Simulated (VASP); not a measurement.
# ZnO (P6_3mc) in VASP: settings compared, part 2 of 2

VASP 6.6.1. Earlier steps stand in the parts before.

## (3) Single point, RPBE

INCAR

```
SYSTEM = ZnO
PREC     = Accurate       ! precision mode
ENCUT    = 1340           ! plane-wave cutoff, eV
EDIFF    = 1E-6           ! SCF threshold, eV
ISMEAR   = -1             ! smearing method
SIGMA    = 0.05           ! smearing width, eV
LREAL    = .False.        ! projectors in reciprocal space
LASPH    = .True.         ! aspherical terms in the spheres
NELM     = 120            ! most SCF steps
ALGO     = Normal         ! electronic algorithm
ISIF     = 2              ! what is computed and relaxed
LWAVE    = .False.        ! write WAVECAR
LCHARG   = .False.        ! write CHGCAR
GGA      = RP             ! functional
NBANDS   = 26             ! bands
GGA_COMPAT= .False.
```

KPOINTS

```
Automatic mesh
0
Gamma
  5 5 3
  0 0 0
```

POSCAR

```
ZnO
1.0
    3.2493080000      0.0000000000      0.0000000000
   -1.6246540000      2.8139832727      0.0000000000
    0.0000000000      0.0000000000      5.2057090000
Zn O
2 2
Direct
    0.6666666667      0.3333333333      0.0000000000
    0.3333333333      0.6666666667      0.5000000000
    0.3333333333      0.6666666667      0.8790100000
    0.6666666667      0.3333333333      0.3790100000
```

Potentials or basis: VASP PAW PBE potentials, release 64 (Zn, O_h).

Run with:

```
cat potpaw_PBE.64/Zn/POTCAR potpaw_PBE.64/O_h/POTCAR > POTCAR
mpirun -np 1 vasp_std > vasp.out
```

OUTCAR:

```text
SYSTEM = ZnO
   PREC = Accurate
   ENCUT = 1340
   EDIFF = 1E-6
   ISMEAR = -1
   LREAL = .False.
   LASPH = .True.
   NELM = 120
   ISIF = 2
   GGA = RP

 ion  position               nearest neighbor table
   1  0.667  0.333  0.000-   4 1.97   3 1.98   3 1.98   3 1.98
   2  0.333  0.667  0.500-   3 1.97   4 1.98   4 1.98   4 1.98
   3  0.333  0.667  0.879-   2 1.97   1 1.98   1 1.98   1 1.98
   4  0.667  0.333  0.379-   1 1.97   2 1.98   2 1.98   2 1.98

  LATTYP: Found a hexagonal cell.
 ALAT       =     3.2493080000
 C/A-ratio  =     1.6020977390

  Lattice vectors:

 A1 = (   3.2493080000,   0.0000000000,   0.0000000000)
 A2 = (  -1.6246540000,   2.8139832727,   0.0000000000)
 A3 = (   0.0000000000,   0.0000000000,   5.2057090000)

Analysis of symmetry for initial positions (statically):
=====================================================================
 Subroutine PRICEL returns:
 Original cell was already a primitive cell.

 Routine SETGRP: Setting up the symmetry group for a
 hexagonal supercell.

 Subroutine GETGRP returns: Found 12 space group operations
 (whereof  6 operations were pure point group operations)
 out of a pool of 24 trial point group operations.
[... 153 lines left out ...]

 E-fermi :   2.1696     XC(G=0): -10.6543

 val. band max:        1.7079139205   @ k =   0.0000   0.0000   0.0000
 cond. band min:       2.5884441733   @ k =   0.0000   0.0000   0.0000
 fundamental gap:      0.8805302528
 Fermi energy:         2.1696416525

 k-point     1 :       0.0000    0.0000    0.0000
  band No.  band energies     occupation
      1     -16.4632      2.00000
      2     -15.7477      2.00000
      3      -3.9652      2.00000
      4      -3.9652      2.00000
      5      -3.9252      2.00000
      6      -3.8833      2.00000
[... 279 lines left out ...]
     25      15.7017      0.00000
     26      16.3360      0.00000

------------------------ aborting loop because EDIFF is reached ----------------------------------------

  FORCE on cell =-STRESS in cart. coord.  units (eV):
  Direction    XX          YY          ZZ          XY          YZ          ZX
  --------------------------------------------------------------------------------------
  -------------------------------------------------------------------------------------
  Total        2.9526658      2.9526658      3.4390848      0.0000000      0.0000000     -0.0000000
  in kB       99.3876909     99.3876909    115.7607107      0.0000000      0.0000000     -0.0000000
  external PRESSURE =     104.8453642 kB  Pullay stress =       0.0000000 kB

 VOLUME and BASIS-vectors are now :
 -----------------------------------------------------------------------------
  energy-cutoff  :     1340.00
  volume of cell :       47.60
      direct lattice vectors                 reciprocal lattice vectors
     3.249308000  0.000000000  0.000000000     0.307757836  0.177684070  0.000000000
    -1.624654000  2.813983273  0.000000000     0.000000000  0.355368139  0.000000000
     0.000000000  0.000000000  5.205709000     0.000000000  0.000000000  0.192096792

 POSITION                                       TOTAL-FORCE (eV/Angst)
 -----------------------------------------------------------------------------------
      1.62465      0.93799      0.00000         0.000000     -0.000000     -0.079751
     -0.00000      1.87599      2.60285        -0.000000      0.000000     -0.079751
     -0.00000      1.87599      4.57587        -0.000000      0.000000      0.079751
      1.62465      0.93799      1.97302         0.000000     -0.000000      0.079751
 -----------------------------------------------------------------------------------
    total drift:                                0.000000     -0.000000     -0.000227

  FREE ENERGIE OF THE ION-ELECTRON SYSTEM (eV)
  ---------------------------------------------------
  free  energy   TOTEN  =       -16.2656942113 eV

  energy  without entropy=      -16.2656880788  energy(sigma->0) =      -16.26569115
```

OSZICAR:

```text
N       E                     dE             d eps       ncg     rms          rms(c)
DAV:   1     0.441662803567E+03    0.44166E+03   -0.31208E+04   520   0.379E+03
DAV:   2     0.578848073964E+02   -0.38378E+03   -0.36284E+03   552   0.662E+02
DAV:   3    -0.153225416177E+02   -0.73207E+02   -0.70526E+02   602   0.214E+02
DAV:   4    -0.194697899652E+02   -0.41472E+01   -0.41016E+01   586   0.570E+01
DAV:   5    -0.195133508383E+02   -0.43561E-01   -0.43534E-01   598   0.589E+00    0.151E+01
DAV:   6    -0.160269817581E+02    0.34864E+01   -0.58526E+00   856   0.595E+01    0.895E+00
DAV:   7    -0.162989650160E+02   -0.27198E+00   -0.33835E+00   572   0.170E+01    0.551E+00
DAV:   8    -0.163092870707E+02   -0.10322E-01   -0.50640E-01   758   0.744E+00    0.186E+00
DAV:   9    -0.162628847939E+02    0.46402E-01   -0.10217E-01   762   0.586E+00    0.422E-01
DAV:  10    -0.162651539711E+02   -0.22692E-02   -0.45481E-02   544   0.175E+00    0.149E-01
DAV:  11    -0.162656720756E+02   -0.51810E-03   -0.20192E-03   608   0.825E-01    0.588E-02
DAV:  12    -0.162656673752E+02    0.47004E-05   -0.42508E-04   656   0.587E-01    0.214E-02
DAV:  13    -0.162656997860E+02   -0.32411E-04   -0.79956E-05   548   0.925E-02    0.290E-02
DAV:  14    -0.162656939798E+02    0.58062E-05   -0.28697E-05   656   0.653E-02    0.432E-03
DAV:  15    -0.162656942113E+02   -0.23154E-06   -0.69890E-06   564   0.323E-02
   1 F= -.16265694E+02 E0= -.16265691E+02  d E =-.613257E-05
```

Wall time 33 s (1 thread of AMD EPYC 9R45 (Zen 5), shared host); peak memory 0.29 GiB.

What came out:

| Property | Result |
| --- | --- |
| Free energy | -16.2657 eV |
| Pressure | 10.5 GPa |
| Largest force | 0.080 eV/Å |
| Band gap on the k mesh | 0.88 eV |

Forces in eV/Å, atoms in the order of the input:
```
Zn   0.000  0.000 -0.080
Zn   0.000  0.000 -0.080
O    0.000  0.000  0.080
O    0.000  0.000  0.080
```

Levels at points of the mesh, in eV from the valence-band top:
```
           k point  band 14  band 15  band 16  band 17  band 18  band 19  band 20  band 21  band 22  band 23
(0.00, 0.00, 0.00)    -0.81    -0.81    -0.07     0.00     0.00     0.88     5.31     8.38    12.95    12.95
```

Caveat: the k points lie up to 0.45 Å⁻¹ apart; the PAW data sets were made with another functional, which shifts forces and pressure a little.

## (4) Single point, LDA

INCAR

```
SYSTEM = ZnO
PREC = Accurate ; ENCUT = 1340
EDIFF = 1E-6 ; ISMEAR = -1
SIGMA = 0.05 ; LREAL = .FALSE.
LASPH = .TRUE. ; NELM = 120
ALGO = Normal ; ISIF = 2
LWAVE = .FALSE. ; LCHARG = .TRUE.
LELF = .TRUE. ; LVHAR = .TRUE.
NBANDS = 26 ; GGA_COMPAT = .FALSE.
```

KPOINTS

```
regular mesh
0
G
  5 5 3
  0 0 0
```

POSCAR is that of step 3.

Potentials or basis: VASP PAW LDA potentials, release 64 (Zn, O_h).

Run with:

```
cat potpaw_LDA.64/Zn/POTCAR potpaw_LDA.64/O_h/POTCAR > POTCAR
mpirun -np 1 vasp_std > vasp.out
```

It took 22 s on 1 thread of Intel Xeon 6975P-C (Granite Rapids), shared host; peak memory 0.25 GiB.

Results (log left out):

| Property | Result |
| --- | --- |
| Free energy | -21.1304 eV |
| Pressure | -6.3 GPa |
| Largest force | 0.055 eV/Å |
| Band gap on the k mesh | 0.74 eV |

Forces on the atoms (eV/Å):
```
Zn   0.000  0.000 -0.055
Zn   0.000  0.000 -0.055
O    0.000  0.000  0.055
O    0.000  0.000  0.055
```

Stress tensor (GPa, compression positive):
```
-6.85  0.00  0.00
 0.00 -6.85  0.00
 0.00  0.00 -5.14
```

Levels at points of the mesh, in eV from the valence-band top:
```csv
k point,band 16,band 17,band 18,band 19,band 20,band 21
"(0.00, 0.00, 0.00)",-0.07,0.00,0.00,0.74,5.08,8.12
```

Caveat: the k points lie up to 0.45 Å⁻¹ apart; semilocal functionals underestimate gaps, and a narrow one can read as zero.

## (5) Single point, revPBE

INCAR

```
ALGO = Normal
EDIFF = 1E-6
ENCUT = 1340
GGA = RE
GGA_COMPAT = False
ISIF = 2
ISMEAR = -1
LASPH = True
LCHARG = False
LREAL = False
LWAVE = False
NBANDS = 26
NELM = 120
PREC = Accurate
SIGMA = 0.05
```

KPOINTS

```
k-points
0
Gamma
  5 5 3
```

POSCAR is that of step 4.

Potentials or basis: VASP PAW PBE potentials, release 64 (Zn, O_h).

Run with:

```
cat potpaw_PBE.64/Zn/POTCAR potpaw_PBE.64/O_h/POTCAR > POTCAR
mpirun -np 1 vasp_std > vasp.out
```

It took 28 s on 1 thread of Intel Xeon 6975P-C (Granite Rapids), shared host; peak memory 0.31 GiB.

The run converged. Its results:

```
Free energy            : -16.4846 eV
Pressure               : 9.2 GPa
Largest force          : 0.078 eV/Å
Band gap on the k mesh : 0.86 eV
```

Forces on the atoms (eV/Å):
```
Zn   0.000  0.000 -0.078
Zn   0.000  0.000 -0.078
O    0.000  0.000  0.078
O    0.000  0.000  0.078
```

Stress tensor (GPa, compression positive):
```
 8.66  0.00  0.00
 0.00  8.66  0.00
 0.00  0.00 10.31
```

Levels at points of the mesh, in eV from the valence-band top:
```csv
k point,band 16,band 17,band 18,band 19,band 20,band 21
"(0.00, 0.00, 0.00)",-0.07,0.00,0.00,0.86,5.28,8.35
```

Caveat: the k points lie up to 0.45 Å⁻¹ apart; the PAW data sets were made with another functional, which shifts forces and pressure a little.

## (6) Single point, BLYP

INCAR

```
SYSTEM = ZnO
AGGAC = 1.0
AGGAX = 1.0
ALDAC = 0.0
ALDAX = 1.0
ALGO = Normal
EDIFF = 1E-6
ENCUT = 1340
GGA = B5
GGA_COMPAT = .FALSE.
ISIF = 2
ISMEAR = -1
LASPH = .TRUE.
LCHARG = .FALSE.
LREAL = .FALSE.
LWAVE = .FALSE.
NBANDS = 26
NELM = 120
PREC = Accurate
SIGMA = 0.05
```

KPOINTS

```
k-points
0
G
  5 5 3
  0 0 0
```

POSCAR is that of step 5.

Potentials or basis: VASP PAW PBE potentials, release 64 (Zn, O_h).

Run with:

```
cat potpaw_PBE.64/Zn/POTCAR potpaw_PBE.64/O_h/POTCAR > POTCAR
mpirun -np 1 vasp_std > vasp.out
```

It took 70 s on 1 thread of AMD EPYC 7R13 (Zen 3), shared host; peak memory 0.28 GiB.

It converged, with:

```yaml
Free_energy: -16.3845 eV
Pressure: 10.3 GPa
Largest_force: 0.073 eV/Å
Band_gap_on_the_k_mesh: 0.96 eV
```

Forces in eV/Å, atoms in the order of the input:
```
Zn   0.000  0.000 -0.073
Zn   0.000  0.000 -0.073
O    0.000  0.000  0.073
O    0.000  0.000  0.073
```

Stress tensor (GPa, compression positive):
```
 9.60  0.00  0.00
 0.00  9.60  0.00
 0.00  0.00 11.57
```

Levels at points of the mesh, in eV from the valence-band top:
| k point | band 16 | band 17 | band 18 | band 19 | band 20 | band 21 |
| --- | --- | --- | --- | --- | --- | --- |
| (0.00, 0.00, 0.00) | -0.07 | 0.00 | 0.00 | 0.96 | 5.29 | 8.44 |

Caveat: the k points lie up to 0.45 Å⁻¹ apart; the PAW data sets were made with another functional, which shifts forces and pressure a little.

## (7) Summary

| level | potentials or basis | gap on the mesh (eV) | pressure (GPa) | largest force (eV/Å) |
| --- | --- | --- | --- | --- |
| PBEsol | VASP PAW PBE potentials, release 64 (Zn, O_h) | 0.68 | -0.7 | 0.06 |
| RPBE | VASP PAW PBE potentials, release 64 (Zn, O_h) | 0.88 | 10.5 | 0.08 |
| LDA | VASP PAW LDA potentials, release 64 (Zn, O_h) | 0.74 | -6.3 | 0.05 |
| revPBE | VASP PAW PBE potentials, release 64 (Zn, O_h) | 0.86 | 9.2 | 0.08 |
| BLYP | VASP PAW PBE potentials, release 64 (Zn, O_h) | 0.96 | 10.3 | 0.07 |

Alike in all rows: task single point; no spin polarisation; cell as given; k mesh 5 × 5 × 3; cutoff (eV) 1340; smearing fermi-dirac 0.05 eV.

Caveats: all runs use coarse meshes; the PAW data sets were made with another functional, which shifts forces and pressure a little (at least some runs); semilocal functionals underestimate gaps, and a narrow one can read as zero (at least some runs).

Absolute energies hang on the potentials; compare differences alone.
